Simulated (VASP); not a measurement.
# CdTe in VASP: single point with PBE

Aim: the single point of CdTe with PBE.

Everything below comes from runs of VASP 6.6.1. Logs are shortened: lines on timing, memory, paths and dates and some standing lists are left out, and cuts for length are marked.

## Step 1: The cell of the first run

The cell holds a wire or tube with vacuum around it, 14 atoms: a = 18.400 Å, b = 19.200 Å, c = 4.679 Å, α = 90.00°, β = 90.00°, γ = 90.00°.

## Step 2: Single point, PBE, collinear spin

INCAR reads:

```
SYSTEM = CdTe
  ALGO = Normal
  EDIFF = 1E-6
  ENCUT = 400
  GGA = PE
  GGA_COMPAT = .FALSE.
  ISIF = 2
  ISMEAR = 0
  ISPIN = 2
  KPAR = 2
  LASPH = .TRUE.
  LCHARG = .FALSE.
  LORBIT = 11
  LREAL = .FALSE.
  LWAVE = .FALSE.
  MAGMOM = 0.3 0.3 0.3 0.3 0.3 0.3 0.3 0.3 0.3 0.3 0.3 0.3 0.3 0.3
  NBANDS = 80
  NCORE = 2
  NELM = 200
  PREC = Accurate
  SIGMA = 0.05
```

KPOINTS reads:

```
k-points
0
G
  1 1 7
  0 0 0
```

POSCAR reads:

```
CdTe
1.0
   18.4000000000      0.0000000000      0.0000000000
    0.0000000000     19.2000000000      0.0000000000
    0.0000000000      0.0000000000      4.6791895119
Cd Te
7 7
Direct
    0.5000000000      0.5000000000      0.0000000000
    0.3728481111      0.6723274289      0.5000000000
    0.3728481111      0.3276725711      0.5000000000
    0.6271518889      0.6723274289      0.5000000000
    0.6271518889      0.3276725711      0.5000000000
    0.2456962222      0.5000000000      0.0000000000
    0.7543037778      0.5000000000      0.0000000000
    0.5000000000      0.5861637144      0.5000000000
    0.5000000000      0.2415088567      0.5000000000
    0.6271518889      0.4138362856      0.0000000000
    0.3728481111      0.7584911433      0.0000000000
    0.3728481111      0.4138362856      0.0000000000
    0.2456962222      0.5861637144      0.5000000000
    0.7543037778      0.5861637144      0.5000000000
```

Potentials or basis: VASP PAW PBE potentials, release 64 (Cd, Te).

Run with:

```
> cat potpaw_PBE.64/Cd/POTCAR potpaw_PBE.64/Te/POTCAR > POTCAR
> mpirun -np 4 vasp_std > vasp.out
```

OUTCAR:

```text
SYSTEM = CdTe
   EDIFF = 1E-6
   ENCUT = 400
   GGA = PE
   ISIF = 2
   ISMEAR = 0
   ISPIN = 2
   LASPH = .TRUE.
   LORBIT = 11
   LREAL = .FALSE.
   NELM = 200
   PREC = Accurate

 ion  position               nearest neighbor table
   1  0.500  0.500  0.000-  10 2.87  12 2.87   8 2.87   8 2.87
   2  0.373  0.672  0.500-  11 2.87  11 2.87  13 2.87   8 2.87
   3  0.373  0.328  0.500-   9 2.87  12 2.87  12 2.87
   4  0.627  0.672  0.500-  14 2.87   8 2.87
   5  0.627  0.328  0.500-   9 2.87  10 2.87  10 2.87
   6  0.246  0.500  0.000-  12 2.87  13 2.87  13 2.87
   7  0.754  0.500  0.000-  10 2.87  14 2.87  14 2.87
   8  0.500  0.586  0.500-   1 2.87   1 2.87   4 2.87   2 2.87
   9  0.500  0.242  0.500-   3 2.87   5 2.87
  10  0.627  0.414  0.000-   7 2.87   1 2.87   5 2.87   5 2.87
  11  0.373  0.758  0.000-   2 2.87   2 2.87
  12  0.373  0.414  0.000-   6 2.87   1 2.87   3 2.87   3 2.87
  13  0.246  0.586  0.500-   6 2.87   6 2.87   2 2.87
  14  0.754  0.586  0.500-   7 2.87   7 2.87   4 2.87

  LATTYP: Found a simple orthorhombic cell.
 ALAT       =     4.6791895119
 B/A-ratio  =     3.9323049330
 C/A-ratio  =     4.1032747127

  Lattice vectors:

 A1 = (   0.0000000000,   0.0000000000,   4.6791895119)
 A2 = (  18.4000000000,   0.0000000000,   0.0000000000)
 A3 = (   0.0000000000,  19.2000000000,   0.0000000000)

Analysis of symmetry for initial positions (statically):
=====================================================================
 Subroutine PRICEL returns:
 Original cell was already a primitive cell.

 Routine SETGRP: Setting up the symmetry group for a
 simple orthorhombic supercell.

 Subroutine GETGRP returns: Found  2 space group operations
 (whereof  2 operations were pure point group operations)
 out of a pool of  8 trial point group operations.

The static configuration has the point symmetry C_1h.

Analysis of symmetry for dynamics (positions and initial velocities):
=====================================================================
 Subroutine PRICEL returns:
 Original cell was already a primitive cell.

 Routine SETGRP: Setting up the symmetry group for a
 simple orthorhombic supercell.

 Subroutine GETGRP returns: Found  2 space group operations
 (whereof  2 operations were pure point group operations)
 out of a pool of  8 trial point group operations.

The dynamic configuration has the point symmetry C_1h.
[... 178 lines left out ...]
      4     -13.2151      1.00000
      5     -12.7042      1.00000
      6     -12.5606      1.00000
[... 301 lines left out ...]
     74       0.9384      0.00000
     75       1.1754      0.00000
 Fermi energy:        -2.4134401352

 spin component 2

 k-point     1 :       0.0000    0.0000    0.0000
  band No.  band energies     occupation
      1     -13.9531      1.00000
      2     -13.8173      1.00000
      3     -13.6737      1.00000
      4     -13.2175      1.00000
      5     -12.6933      1.00000
      6     -12.5566      1.00000
[... 301 lines left out ...]
     74       0.9414      0.00000
     75       1.1772      0.00000
 [bands above 75 left out]

------------------------ aborting loop because EDIFF is reached ----------------------------------------

  FORCE on cell =-STRESS in cart. coord.  units (eV):
  Direction    XX          YY          ZZ          XY          YZ          ZX
  --------------------------------------------------------------------------------------
  -------------------------------------------------------------------------------------
  Total       -1.7142765     -2.3510385     -4.8305564     -0.4927898      0.0000000      0.0000000
  in kB       -1.6615054     -2.2786659     -4.6818560     -0.4776201      0.0000000      0.0000000
  external PRESSURE =      -2.8740091 kB  Pullay stress =       0.0000000 kB

 VOLUME and BASIS-vectors are now :
 -----------------------------------------------------------------------------
  energy-cutoff  :      400.00
  volume of cell :     1653.06
      direct lattice vectors                 reciprocal lattice vectors
    18.400000000  0.000000000  0.000000000     0.054347826  0.000000000  0.000000000
     0.000000000 19.200000000  0.000000000     0.000000000  0.052083333  0.000000000
     0.000000000  0.000000000  4.679189512     0.000000000  0.000000000  0.213712225

 POSITION                                       TOTAL-FORCE (eV/Angst)
 -----------------------------------------------------------------------------------
      9.20000      9.60000      0.00000         0.026654      0.297034      0.000000
      6.86041     12.90869      2.33959        -0.225505      0.476911      0.000000
      6.86041      6.29131      2.33959         1.169868      0.201303      0.000000
     11.53959     12.90869      2.33959         0.075403     -0.367533      0.000000
     11.53959      6.29131      2.33959        -1.204928      0.148067      0.000000
      4.52081      9.60000      0.00000         0.500066      0.982720      0.000000
     13.87919      9.60000      0.00000        -0.563569      0.659058      0.000000
      9.20000     11.25434      2.33959         0.026911     -0.199268      0.000000
      9.20000      4.63697      2.33959         0.059025     -0.181753      0.000000
     11.53959      7.94566      0.00000         0.776127     -0.458825      0.000000
      6.86041     14.56303      0.00000         0.061336     -0.320790      0.000000
      6.86041      7.94566      0.00000        -0.671587     -0.515752      0.000000
      4.52081     11.25434      2.33959        -0.629054     -0.600532      0.000000
     13.87919     11.25434      2.33959         0.599254     -0.120639      0.000000
 -----------------------------------------------------------------------------------
    total drift:                               -0.000072     -0.000217      0.000000

  FREE ENERGIE OF THE ION-ELECTRON SYSTEM (eV)
  ---------------------------------------------------
  free  energy   TOTEN  =       -27.3577819946 eV

  energy  without entropy=      -27.3476134092  energy(sigma->0) =      -27.35269770

 total charge

# of ion       s       p       d       tot
------------------------------------------
    1        0.478   0.273   9.524  10.276
    2        0.473   0.287   9.520  10.280
    3        0.500   0.218   9.531  10.249
    4        0.574   0.143   9.529  10.246
    5        0.500   0.218   9.531  10.249
    6        0.505   0.222   9.529  10.256
    7        0.506   0.221   9.529  10.255
    8        1.370   1.999   0.019   3.389
    9        1.381   1.932   0.009   3.322
   10        1.366   2.006   0.019   3.391
   11        1.383   1.930   0.010   3.323
   12        1.367   2.007   0.019   3.392
   13        1.372   1.975   0.014   3.361
   14        1.376   1.975   0.014   3.365
--------------------------------------------------
tot         13.151  15.406  66.797  95.354

 magnetization (x)

# of ion       s       p       d       tot
------------------------------------------
    1       -0.001  -0.000   0.000  -0.001
    2       -0.006  -0.005   0.007  -0.004
    3       -0.000  -0.000   0.000  -0.000
    4       -0.005  -0.001   0.000  -0.006
    5       -0.001  -0.000   0.000  -0.001
    6       -0.002   0.000   0.000  -0.001
    7       -0.000  -0.000   0.000  -0.001
    8       -0.001   0.002  -0.000   0.001
    9        0.000   0.004  -0.000   0.005
   10       -0.000   0.000  -0.000  -0.000
   11        0.004   0.263   0.000   0.268
   12        0.000  -0.001  -0.000  -0.001
   13       -0.000   0.007  -0.000   0.007
   14       -0.000  -0.002  -0.000  -0.002
--------------------------------------------------
tot         -0.011   0.268   0.007   0.264
```

stdout:

```text
POSCAR found type information on POSCAR CdTe
 POSCAR found :  2 types and      14 ions
 scaLAPACK will be used
 LDA part: xc-table for (Slater+PW92), standard interpolation
 POSCAR, INCAR and KPOINTS ok, starting setup
 FFT: planning ... GRIDC
 FFT: planning ... GRID_SOFT
 FFT: planning ... GRID
 WAVECAR not read
 entering main loop
```

Run time: 20 min. Hardware: 4 MPI ranks of Intel Xeon Platinum 8259CL at 2.50GHz (Skylake/Cascade Lake), shared host; peak memory 0.89 GiB.

What came out:

* Free energy: -27.3578 eV
* Largest force: 1.214 eV/Å
* Net moment: 0.54 μB per cell
* Site moments: Cd -0.00, -0.01 (each value once); Te +0.00, +0.01, -0.00, +0.27 (each value once) μB
* Valence electrons inside the program's atomic spheres: Cd 10.28, 10.25, 10.26 (each value once); Te 3.39, 3.32, 3.36, 3.37 (each value once)

Forces in eV/Å, atoms in the order of the input:
```
Cd   0.027  0.297  0.000
Cd  -0.226  0.477  0.000
Cd   1.170  0.201  0.000
Cd   0.075 -0.368  0.000
Cd  -1.205  0.148  0.000
Cd   0.500  0.983  0.000
Cd  -0.564  0.659  0.000
Te   0.027 -0.199  0.000
Te   0.059 -0.182  0.000
Te   0.776 -0.459  0.000
Te   0.061 -0.321  0.000
Te  -0.672 -0.516  0.000
Te  -0.629 -0.601  0.000
Te   0.599 -0.121  0.000
```

Levels at points of the mesh, in eV from the Fermi level:
Spin up:
```
           k point  band 60  band 61  band 62  band 63  band 64  band 65  band 66  band 67
(0.00, 0.00, 0.00)    -0.72    -0.52    -0.37    -0.25     0.16     0.42     0.96     1.17
```
Spin down:
| k point | band 58 | band 59 | band 60 | band 61 | band 62 | band 63 | band 64 | band 65 | band 66 | band 67 |
| --- | --- | --- | --- | --- | --- | --- | --- | --- | --- | --- |
| (0.00, 0.00, 0.00) | -0.75 | -0.67 | -0.53 | -0.43 | -0.12 | -0.12 | 0.17 | 0.43 | 0.96 | 1.20 |

Caveat: spin-orbit coupling is left out, which moves the levels of the heavy elements.
